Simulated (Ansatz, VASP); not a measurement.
Ti in VASP and in Ansatz

```
Ti
1.0
    -1.43702    1.43702    2.08800
     1.43702   -1.43702    2.08800
     1.43702    1.43702   -2.08800
Ti
1
Direct
  0.00000 0.00000 0.00000
```

Alike in both runs: task single point; functional PBE; k mesh 22 × 22 × 22; occupations gaussian, width 0.15 eV; no spin polarisation.

|  | VASP | Ansatz |
| --- | --- | --- |
| version | VASP 6.6.1 | Ansatz 0.2.0 |
| potentials or method | VASP PAW PBE potentials, release 64 (Ti_sv), cutoff 520 eV | scalar-relativistic, plane waves, PAW |
| valence electrons in the cell | 12 | 12 |

```tsv
	VASP	Ansatz	Ansatz less VASP
gap on the k mesh at the Fermi level (eV)	none	none	-
pressure (GPa)	0.6	0.9	+0.27
traceless stress, the component that is largest in VASP (GPa)	-0.63	-0.63	+0.006
```

A gap of «none» marks a metal or a gap that the smearing closes.
